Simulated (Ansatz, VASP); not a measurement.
One calculation of Te2Mo, two programs

INCAR

```
  PREC = Accurate
  ENCUT = 520
  EDIFF = 1E-7
  ISMEAR = -1
  SIGMA = 0.1
  LREAL = False
  LASPH = True
  NELM = 100
  ALGO = Normal
  ISIF = 2
  LWAVE = False
  LCHARG = False
  GGA = PE
  NBANDS = 35
```

Contents of KPOINTS:

```
Automatic mesh
0
Gamma
  7 7 2
```

The input POSCAR:

```
Te2Mo
1.0
    3.5182000000      0.0000000000      0.0000000000
   -1.7591000000      3.0468505800      0.0000000000
    0.0000000000      0.0000000000     13.9736000000
Te Mo
4 2
Direct
    0.3333333333      0.6666666667      0.6210000000
    0.6666666667      0.3333333333      0.1210000000
    0.3333333333      0.6666666667      0.8790000000
    0.6666666667      0.3333333333      0.3790000000
    0.3333333333      0.6666666667      0.2500000000
    0.6666666667      0.3333333333      0.7500000000
```

Input for Ansatz:

```yaml
crystal:
  lattice:
    - [3.5182, 0.0, 0.0]
    - [-1.7591, 3.04685058, 0.0]
    - [0.0, 0.0, 13.9736]
  atoms:
    - { symbol: Te, position: [0.3333333333333333, 0.6666666666666666, 0.621] }
    - { symbol: Te, position: [0.6666666666666666, 0.3333333333333333, 0.121] }
    - { symbol: Te, position: [0.3333333333333333, 0.6666666666666666, 0.879] }
    - { symbol: Te, position: [0.6666666666666666, 0.3333333333333333, 0.379] }
    - { symbol: Mo, position: [0.3333333333333333, 0.6666666666666666, 0.25] }
    - { symbol: Mo, position: [0.6666666666666666, 0.3333333333333333, 0.75] }
kpoints:
  mp_grid:
    grid: [7, 7, 2]
hamiltonian:
  xc: pbe
  pseudopotentials:
    kind: paw
scf:
  occupations:
    method: fermi_dirac
output:
  stress: true
```

Alike in both runs: task single point; functional PBE; k mesh 7 × 7 × 2; no spin polarisation.

|  | VASP | Ansatz |
| --- | --- | --- |
| version | VASP 6.6.1 | Ansatz 0.2.0 |
| potentials or method | VASP PAW PBE potentials, release 64 (Te, Mo_sv) | plane waves, PAW |
| plane-wave cutoff (eV) | 520 | 420 |
| occupations | fermi-dirac, width 0.1 eV | fermi-dirac |
| valence electrons in the cell | 52 | 92 |

VASP gave:

```
pressure (GPa)                                                : 2.9
traceless stress, the component that is largest in VASP (GPa) : 0.49
```

Question: Which values does Ansatz return?

Answer: Pressure (GPa): 2.9; traceless stress, the component that is largest in VASP (GPa): 0.43.

VASP's potentials hold 52 valence electrons a cell and Ansatz's 92, so a difference there can come from the potentials and not from the codes.

Spin-orbit coupling is off throughout.
